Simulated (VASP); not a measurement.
# Be2NbP3 (P6/mmm) in VASP: relaxation of cell and atoms with PBE

Aim: the relaxation of cell and atoms of Be2NbP3 with PBE.

All numbers are computed with VASP 6.6.1; they aren't measurements. Logs are shortened: lines on timing, memory, paths and dates and some standing lists are left out, and cuts for length are marked.

## (1) The cell of the first run

The structure is hexagonal, space group P6/mmm (No. 191). Conventional cell: a = 4.130 Å, b = 4.130 Å, c = 9.113 Å, α = 90.00°, β = 90.00°, γ = 120.00°. Be (site symmetry 6mm) has 1 P at 2.07 Å and 1 Nb at 2.49 Å within 2.7 Å. Nb (site symmetry 6/mmm) has 2 Be at 2.49 Å within 3.3 Å. Within 3.2 Å of P (site symmetry -6m2) lie 6 P at 2.38 Å and 6 Be at 3.16 Å. Within 2.7 Å of P (site symmetry 6/mmm) lie 2 Be at 2.07 Å and 6 P at 2.38 Å.

The cell was generated, and may not be a known phase.

## (2) Relaxation of cell and atoms, PBE, collinear spin

File INCAR:

```
PREC = Accurate
ENCUT = 600
EDIFF = 1E-7
ISMEAR = 0
SIGMA = 0.1
LREAL = False
LASPH = True
NELM = 200
ALGO = Normal
ISIF = 3
LWAVE = False
LCHARG = False
ISPIN = 2
MAGMOM = 0 0 2.04 0 0 0
LORBIT = 11
LMAXMIX = 4
GGA = PE
IBRION = 2
NSW = 100
EDIFFG = -0.01
GGA_COMPAT = False
NELMIN = 4
KPAR = 4
```

File KPOINTS:

```
regular mesh
0
Gamma
  12 12 4
```

File POSCAR:

```
Be2NbP3
1.0
    4.1301525442      0.0000000000      0.0000000000
   -2.0650762721      3.5768170248      0.0000000000
    0.0000000000      0.0000000000      9.1128048773
Be Nb P
2 1 3
Direct
    0.0000000000      0.0000000000      0.2270786595
    0.0000000000      0.0000000000      0.7729213405
    0.0000000000      0.0000000000      0.5000000000
    0.3333333333      0.6666666667      0.0000000000
    0.6666666667      0.3333333333      0.0000000000
    0.0000000000      0.0000000000      0.0000000000
```

Potentials or basis: VASP PAW PBE potentials, release 64 (Be, Nb_sv, P).

Command:

```console
> cat potpaw_PBE.64/Be/POTCAR potpaw_PBE.64/Nb_sv/POTCAR potpaw_PBE.64/P/POTCAR > POTCAR
> mpirun -np 4 vasp_std > vasp.out
```

OUTCAR:

```text
PREC = Accurate
   ENCUT = 600
   EDIFF = 1E-7
   ISMEAR = 0
   LREAL = False
   LASPH = True
   NELM = 200
   ISIF = 3
   ISPIN = 2
   LORBIT = 11
   GGA = PE
   IBRION = 2
   NSW = 100
   EDIFFG = -0.01
   NELMIN = 4

 ion  position               nearest neighbor table
   1  0.000  0.000  0.227-   6 2.07   3 2.49
   2  0.000  0.000  0.773-   6 2.07   3 2.49
   3  0.000  0.000  0.500-   1 2.49   2 2.49
   4  0.333  0.667  0.000-   5 2.38   6 2.38   5 2.38   6 2.38   6 2.38   5 2.38
   5  0.667  0.333  0.000-   4 2.38   6 2.38   4 2.38   6 2.38   6 2.38   4 2.38
   6  0.000  0.000  0.000-   1 2.07   2 2.07   4 2.38   5 2.38   5 2.38   4 2.38   5 2.38   4 2.38

  LATTYP: Found a hexagonal cell.
 ALAT       =     4.1301525442
 C/A-ratio  =     2.2064087899

  Lattice vectors:

 A1 = (   4.1301525442,   0.0000000000,   0.0000000000)
 A2 = (  -2.0650762721,   3.5768170248,   0.0000000000)
 A3 = (   0.0000000000,   0.0000000000,   9.1128048773)

Analysis of symmetry for initial positions (statically):
=====================================================================
 Subroutine PRICEL returns:
 Original cell was already a primitive cell.

 Routine SETGRP: Setting up the symmetry group for a
 hexagonal supercell.

 Subroutine GETGRP returns: Found 24 space group operations
 (whereof 24 operations were pure point group operations)
 out of a pool of 24 trial point group operations.

The static configuration has the point symmetry D_6h.

Analysis of symmetry for dynamics (positions and initial velocities):
=====================================================================
 Subroutine PRICEL returns:
 Original cell was already a primitive cell.

 Routine SETGRP: Setting up the symmetry group for a
 hexagonal supercell.

 Subroutine GETGRP returns: Found 24 space group operations
 (whereof 24 operations were pure point group operations)
 out of a pool of 24 trial point group operations.

The dynamic configuration has the point symmetry D_6h.

Analysis of structural, dynamic, and magnetic symmetry:
=====================================================================
 Subroutine PRICEL returns:
 Original cell was already a primitive cell.

 Routine SETGRP: Setting up the symmetry group for a
 hexagonal supercell.

 Subroutine GETGRP returns: Found 24 space group operations
 (whereof 24 operations were pure point group operations)
 out of a pool of 24 trial point group operations.

The overall configuration has the point symmetry D_6h.

 Subroutine INISYM returns: Found 24 space group operations
 (whereof 24 operations are pure point group operations),
 and found     1 'primitive' translations

----------------------------------------------------------------------------------------

                                     Primitive cell

  volume of cell :     134.6216

  direct lattice vectors                    reciprocal lattice vectors
     4.130152544  0.000000000  0.000000000     0.242121808  0.139789091  0.000000000
    -2.065076272  3.576817025  0.000000000     0.000000000  0.279578182  0.000000000
     0.000000000  0.000000000  9.112804877     0.000000000  0.000000000  0.109735698

  length of vectors
     4.130152544  4.130152544  9.112804877     0.279578182  0.279578182  0.109735698

  position of ions in fractional coordinates (direct lattice)
     0.000000000  0.000000000  0.227078660
     0.000000000  0.000000000  0.772921340
     0.000000000  0.000000000  0.500000000
     0.333333333  0.666666667  0.000000000
     0.666666667  0.333333333  0.000000000
     0.000000000  0.000000000  0.000000000

  ion indices of the primitive-cell ions
   primitive index   ion index
                 1           1
                 2           2
                 3           3
                 4           4
                 5           5
                 6           6

----------------------------------------------------------------------------------------

 KPOINTS: regular mesh

Automatic generation of k-mesh.
 Grid dimensions read from file:
 generate k-points for:   12   12    4

 Generating k-lattice:

  Cartesian coordinates                     Fractional coordinates (reciprocal lattice)
     0.020176817  0.011649091  0.000000000     0.083333333 -0.000000000  0.000000000
     0.000000000  0.023298182  0.000000000     0.000000000  0.083333333  0.000000000
     0.000000000  0.000000000  0.027433924     0.000000000  0.000000000  0.250000000

  Length of vectors
     0.023298182  0.023298182  0.027433924

  Shift w.r.t. Gamma in fractional coordinates (k-lattice)
     0.000000000  0.000000000  0.000000000

 Subroutine IBZKPT returns following result:
 ===========================================

 Found     57 irreducible k-points:

 Following reciprocal coordinates:
            Coordinates               Weight
  0.000000  0.000000  0.000000      1.000000
  0.083333  0.000000  0.000000      6.000000
  0.166667  0.000000  0.000000      6.000000
  0.250000 -0.000000  0.000000      6.000000
  0.333333  0.000000  0.000000      6.000000
  0.416667  0.000000  0.000000      6.000000
[... 16 lines left out ...]
  0.250000 -0.000000  0.250000     12.000000
  0.333333  0.000000  0.250000     12.000000
 [... further k-points ...]
   k-points           NKPTS =     57   k-points in BZ     NKDIM =     57   number of bands    NBANDS=     21
   number of dos      NEDOS =    301   number of ions     NIONS =      6
   total plane-waves  NPLWV = 103680
   dimension x,y,z NGX =    36 NGY =   36 NGZ =   80
   dimension x,y,z NGXF=    72 NGYF=   72 NGZF=  160
   ions per type =               2   1   3
   NGX,Y,Z   is equivalent  to a cutoff of  14.49, 14.49, 14.59 a.u.
   NGXF,Y,Z  is equivalent  to a cutoff of  28.98, 28.98, 29.19 a.u.
 SYSTEM =  unknown system
   PREC   = accura    normal or accurate (medium, high low for compatibility)
   ISTART =      0    job   : 0-new  1-cont  2-samecut
   ICHARG =      2    charge: 1-file 2-atom 10-const
   ISPIN  =      2    spin polarized calculation?
   LNONCOLLINEAR =      F non collinear calculations
   LSORBIT =      F    spin-orbit coupling
   LASPH  =      T    aspherical Exc in radial PAW
   ENCUT  =  600.0 eV  44.10 Ry    6.64 a.u.   8.25  8.25 18.20*2*pi/ulx,y,z
   NELM   =    200;   NELMIN=  4; NELMDL= -5     # of ELM steps
   EDIFF  = 0.1E-06   stopping-criterion for ELM
   LREAL  =      F    real-space projection
   EDIFFG = -.1E-01   stopping-criterion for IOM
   NSW    =    100    number of steps for IOM
   IBRION =      2    ionic relax: 0-MD 1-quasi-New 2-CG
   NFREE  =      1    steps in history (QN), initial steepest desc. (CG)
   ISIF   =      3    stress and relaxation
   ISYM   =      2    0-nonsym 1-usesym 2-fastsym
   POTIM  = 0.5000    time-step for ionic-motion
   TEBEG  =    0.0;   TEEND  =   0.0 temperature during run
   PSTRESS=    0.0 pullay stress
   NELECT =      32.0000    total number of electrons
   NUPDOWN=      -1.0000    fix difference up-down
   EMIN   =  10.00;   EMAX   =-10.00  energy-range for DOS
   EFERMI =   0.00;   METHOD = LEGACY
   ISMEAR =     0;   SIGMA  =   0.10  broadening in eV -4-tet -1-fermi 0-gaus
   EFERMI_NEDOS =   21; number of points for ismear=-14 and -15
   IALGO  =     38    algorithm
   IMIX   =      4    mixing-type and parameters
     AMIX     =   0.40;   BMIX     =  1.00
     AMIX_MAG =   1.60;   BMIX_MAG =  1.00
  volume/ion in A,a.u.               =      22.44       151.41
  Fermi-wavevector in a.u.,A,eV,Ry     =   1.014113  1.916396 13.992585  1.028426
  Thomas-Fermi vector in A             =   2.147322
   LORBIT       =     11    0 simple, 1 ext, 2 COOP (PROOUT), +10 PAW based schemes
   GGA     = PE    functional components
   LHFCALC =     F    Hartree Fock is set to
   AEXX    =    0.0000 exact exchange contribution
   IVDW    =     0    specifies the selected vdW correction
   LEPSILON=     F    determine dielectric tensor
   LRPA    =     F    only Hartree local field effects (RPA)
 conjugate gradient relaxation of ions
 spin polarized calculation
 Gauss-broadening in eV      SIGMA  =   0.10
  energy-cutoff  :      600.00
  volume of cell :      134.62
 maximum number of plane-waves:      4512
 NGX is ok and might be reduce to    36
   NGX = 17   NGY = 17   NGZ = 37

--------------------------------------- Ionic step        1  -------------------------------------------

 number of electron      31.9999999 magnetization       4.0077609

 Free energy of the ion-electron system (eV)
  ---------------------------------------------------
  ext. energy  EPLUGINS =         0.00000000
  ---------------------------------------------------
  free energy    TOTEN  =       -23.48393626 eV

  energy without entropy =      -23.45306423  energy(sigma->0) =      -23.46850024

------------------------ aborting loop because EDIFF is reached ----------------------------------------

  FORCE on cell =-STRESS in cart. coord.  units (eV):
  Direction    XX          YY          ZZ          XY          YZ          ZX
  --------------------------------------------------------------------------------------
  -------------------------------------------------------------------------------------
  Total        3.6314875      3.6314875     -0.0925485      0.0000000      0.0000000      0.0000000
  in kB       43.2195513     43.2195513     -1.1014509      0.0000000      0.0000000      0.0000000
  external PRESSURE =      28.4458839 kB  Pullay stress =       0.0000000 kB
[... 265 lines left out ...]
  energy  without entropy=      -23.5990075592  energy(sigma->0) =      -23.61258673

--------------------------------------- Ionic step        8  -------------------------------------------

 number of electron      31.9999999 magnetization       4.3644500

 Free energy of the ion-electron system (eV)
  ---------------------------------------------------
  ext. energy  EPLUGINS =         0.00000000
  ---------------------------------------------------
  free energy    TOTEN  =       -23.62618621 eV

  energy without entropy =      -23.59889515  energy(sigma->0) =      -23.61254068

 E-fermi :   3.2876     XC(G=0):  -8.3859

 val. band max:        3.2868989271   @ k =   0.4167   0.1667   0.2500
 cond. band min:       3.2917200172   @ k =   0.4167   0.0000   0.5000
 fundamental gap:      0.0048210901
 Fermi energy:         3.2876439341

 spin component 1

 k-point     1 :       0.0000    0.0000    0.0000
  band No.  band energies     occupation
      1     -52.2155      1.00000
      2     -28.4838      1.00000
      3     -28.4838      1.00000
      4     -28.1718      1.00000
      5     -12.1365      1.00000
      6      -3.5250      1.00000
[... 550 lines left out ...]
      5     -11.0154      1.00000
      6      -7.6537      1.00000
[... 13 lines left out ...]
     20       3.5683      0.00004
     21       5.0159      0.00000

 [... further k-points ...]

 spin component 2

 k-point     1 :       0.0000    0.0000    0.0000
  band No.  band energies     occupation
      1     -50.6531      1.00000
      2     -26.6745      1.00000
      3     -26.6745      1.00000
      4     -26.4193      1.00000
      5     -12.1150      1.00000
      6      -3.5009      1.00000
[... 550 lines left out ...]
      5     -10.9937      1.00000
      6      -7.6315      1.00000
[... 13 lines left out ...]
     20       5.1687      0.00000
     21       5.6558      0.00000

 [... further k-points ...]

------------------------ aborting loop because EDIFF is reached ----------------------------------------

  FORCE on cell =-STRESS in cart. coord.  units (eV):
  Direction    XX          YY          ZZ          XY          YZ          ZX
  --------------------------------------------------------------------------------------
  -------------------------------------------------------------------------------------
  Total        0.0068740      0.0068740      0.0024413      0.0000000     -0.0000000      0.0000000
  in kB        0.0760407      0.0760407      0.0270060      0.0000000     -0.0000000      0.0000000
  external PRESSURE =       0.0596958 kB  Pullay stress =       0.0000000 kB
[... 21 lines left out ...]
  FREE ENERGIE OF THE ION-ELECTRON SYSTEM (eV)
  ---------------------------------------------------
  free  energy   TOTEN  =       -23.6261862120 eV

  energy  without entropy=      -23.5988951473  energy(sigma->0) =      -23.61254068

 reached required accuracy - stopping structural energy minimisation

 total charge

# of ion       s       p       d       tot
------------------------------------------
    1        0.477   0.396   0.000   0.874
    2        0.477   0.396   0.000   0.874
    3        2.156   5.909   2.522  10.588
    4        1.137   1.242   0.000   2.379
    5        1.137   1.242   0.000   2.379
    6        1.074   1.409   0.000   2.483
--------------------------------------------------
tot          6.459  10.595   2.522  19.576

 magnetization (x)

# of ion       s       p       d       tot
------------------------------------------
    1        0.041   0.065   0.000   0.106
    2        0.041   0.065   0.000   0.106
    3        0.036   0.043   2.226   2.305
    4        0.002   0.011   0.000   0.013
    5        0.002   0.011   0.000   0.013
    6        0.003   0.008   0.000   0.011
--------------------------------------------------
tot          0.125   0.203   2.226   2.554
```

It took 20 min on 4 MPI ranks of Intel Xeon Platinum 8175M at 2.50GHz (Skylake/Cascade Lake), shared host; peak memory 0.63 GiB.

Results:

- Free energy: -23.6262 eV
- Relaxed volume: 24.14 Å³/atom
- Relaxed cell: a = 4.294 Å, b = 4.294 Å, c = 9.068 Å, α = 90.00°, β = 90.00°, γ = 120.00°
- Space group after relaxing (to 0.1 Å): P6/mmm (No. 191)
- Energy gained by relaxing: 23.7 meV/atom
- Ionic steps: 8
- Pressure after relaxing: 0.0 GPa
- Net moment: 4.36 μB per cell
- Site moments: Be +0.11; Nb +2.31; P +0.01 μB
- Valence electrons inside the program's atomic spheres: Be 0.87; Nb 10.59; P 2.38, 2.48 (each value once)

Step by step:
| step | energy change (eV) | largest force (eV/Å) | pressure (GPa) | volume (Å³) |
| --- | --- | --- | --- | --- |
| 1 | 0.0000 | 0.0110 | 2.84 | 134.62 |
| 2 | -0.1305 | 0.1149 | 0.50 | 142.49 |
| 3 | -0.1394 | 0.1500 | -0.31 | 145.62 |
| 4 | -0.1395 | 0.1465 | -0.22 | 145.29 |
| 5 | -0.1421 | 0.0273 | 0.03 | 144.73 |
| 6 | -0.1421 | 0.0336 | 0.02 | 144.76 |
| 7 | -0.1422 | 0.0120 | 0.01 | 144.81 |
| 8 | -0.1422 | 0.0019 | 0.01 | 144.84 |

Final structure:
```cif
data_structure
_symmetry_space_group_name_H-M 'P 1'
_symmetry_Int_Tables_number 1
_cell_length_a 4.2944
_cell_length_b 4.2944
_cell_length_c 9.0684
_cell_angle_alpha 90.000
_cell_angle_beta 90.000
_cell_angle_gamma 120.000
_cell_volume 144.84
loop_
_atom_site_label
_atom_site_type_symbol
_atom_site_fract_x
_atom_site_fract_y
_atom_site_fract_z
_atom_site_occupancy
Be1 Be 0.00000 0.00000 0.22601 1
Be2 Be 0.00000 0.00000 0.77399 1
Nb1 Nb 0.00000 0.00000 0.50000 1
P1 P 0.33333 0.66667 0.00000 1
P2 P 0.66667 0.33333 0.00000 1
P3 P 0.00000 0.00000 0.00000 1
```
